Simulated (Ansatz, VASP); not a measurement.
# Eu: VASP beside Ansatz

Contents of INCAR:

```
PREC = Accurate
ENCUT = 520
EDIFF = 1E-6
ISMEAR = -1
SIGMA = 0.05
LREAL = F
LASPH = T
NELM = 150
ALGO = Normal
ISIF = 2
LWAVE = F
LCHARG = F
ISPIN = 2
MAGMOM = 7
LORBIT = 11
LMAXMIX = 6
GGA = PE
NBANDS = 18
```

The input KPOINTS:

```
regular mesh
0
Gamma
  10 10 10
```

File POSCAR:

```
Eu
1.0
   -2.3030000000      2.3030000000      2.3030000000
    2.3030000000     -2.3030000000      2.3030000000
    2.3030000000      2.3030000000     -2.3030000000
Eu
1
Direct
    0.0000000000      0.0000000000      0.0000000000
```

Input for Ansatz:

```yaml
crystal:
  lattice:
    - [-2.303, 2.303, 2.303]
    - [2.303, -2.303, 2.303]
    - [2.303, 2.303, -2.303]
  atoms:
    - { symbol: Eu, position: [0.0, 0.0, 0.0], spin: 7.0 }
magnetization:
  spin_polarized: true
kpoints:
  mp_grid: { grid: [10, 10, 10] }
scf:
  occupations: { method: fermi_dirac, width: 0.05 }
hamiltonian:
  xc: pbe
  pseudopotentials: { kind: paw }
output:
  forces: true
  stress: true
  eigenvalues: true
  hubbard: { sites: [{ species: Eu, l: f }] }
  populations: true
```

Alike in both runs: task single point; functional PBE; k mesh 10 × 10 × 10; occupations fermi-dirac, width 0.05 eV; collinear spin.

```csv
,VASP,Ansatz
version,VASP 6.6.1,Ansatz 0.2.0
potentials or method,"VASP PAW PBE potentials, release 64 (Eu)","PAW with Ansatz's default frozen-core files, scalar-relativistic"
plane-wave cutoff (eV),520,420
valence electrons in the cell,17,17
```

Ansatz gave:

```
pressure (GPa)                                                : -1.6
net moment per atom (μB)                                      : 7.41
size of the moment on the site where the two differ most (μB) : 7.11
```

Task: Which values does VASP return?

Result: Pressure (GPa): -1.8; net moment per atom (μB): 7.40; size of the moment on the site where the two differ most (μB): 6.71.

Site moments also hang on the region over which each program counts them.

Spin-orbit coupling is off throughout.
